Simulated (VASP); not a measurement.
Set up this calculation in VASP 6.6.1, as the native input.

- Task: electric field gradients
- Functional: r2SCAN
- Potentials or basis: VASP PAW PBE potentials, release 64 (C, O)
- Cutoff: 520 eV
- k mesh: 4 × 4 × 4
- Occupations: fermi-dirac, width 0.02 eV
- Spin: no spin polarisation
- Dipole correction: no
- Further INCAR settings: ALGO = Normal; EDIFF = 1e-08; NBANDS = 44

The system is CO2.

```
C O
1.0
     5.62000    0.00000    0.00000
     0.00000    5.62000    0.00000
     0.00000    0.00000    5.62000
C O
4 8
Direct
  0.00000 0.00000 0.00000
  0.50000 0.00000 0.50000
  0.50000 0.50000 0.00000
  0.00000 0.50000 0.50000
  0.12003 0.12003 0.12003
  0.37997 0.87997 0.62003
  0.62003 0.37997 0.87997
  0.87997 0.62003 0.37997
  0.87997 0.87997 0.87997
  0.62003 0.12003 0.37997
  0.37997 0.62003 0.12003
  0.12003 0.37997 0.62003
```

The input as run:

POSCAR

```
CO2
1.0
    5.6200000000      0.0000000000      0.0000000000
    0.0000000000      5.6200000000      0.0000000000
    0.0000000000      0.0000000000      5.6200000000
C O
4 8
Direct
    0.0000000000      0.0000000000      0.0000000000
    0.5000000000      0.0000000000      0.5000000000
    0.5000000000      0.5000000000      0.0000000000
    0.0000000000      0.5000000000      0.5000000000
    0.1200345206      0.1200345206      0.1200345206
    0.3799654794      0.8799654794      0.6200345206
    0.6200345206      0.3799654794      0.8799654794
    0.8799654794      0.6200345206      0.3799654794
    0.8799654794      0.8799654794      0.8799654794
    0.6200345206      0.1200345206      0.3799654794
    0.3799654794      0.6200345206      0.1200345206
    0.1200345206      0.3799654794      0.6200345206
```

INCAR.step1

```
PREC = Accurate
ENCUT = 520
ISMEAR = -1
SIGMA = 0.02
LREAL = False
LASPH = True
NELM = 80
NBANDS = 44
GGA = PE
ALGO = Normal
EDIFF = 1E-4
LWAVE = True
LCHARG = False
```

INCAR.step2

```
PREC = Accurate
ENCUT = 520
EDIFF = 1E-8
ISMEAR = -1
SIGMA = 0.02
LREAL = False
LASPH = True
NELM = 80
ALGO = Normal
ISIF = 2
LWAVE = False
LCHARG = False
METAGGA = R2SCAN
LMIXTAU = True
LEFG = True
NBANDS = 44
ISTART = 1
```

KPOINTS

```
Automatic mesh
0
Gamma
  4 4 4
```

Potentials or basis: VASP PAW PBE potentials, release 64 (C, O).

The run is started by

```bash
$ cat potpaw_PBE.64/C/POTCAR potpaw_PBE.64/O/POTCAR > POTCAR
$ cp INCAR.step1 INCAR
$ mpirun -np 1 vasp_std > vasp.out
$ cp INCAR.step2 INCAR
$ mpirun -np 1 vasp_std > vasp.out
```

Results of the run:

```json
{
  "Pressure": "-0.8 GPa",
  "Largest force": "0.110 eV/Å",
  "Band gap on the k mesh": "7.40 eV, direct"
}
```

Caveat: without QUAD_EFG the Cq values of the log hold for a quadrupole moment of 1 mb, not for the nuclei; the PAW data sets were made with another functional, which shifts forces and pressure a little.

Wall time 7.5 min on 1 thread of AMD EPYC 7R43 64-Core Processor (Zen 3), on a shared host, peak memory 0.27 GiB.
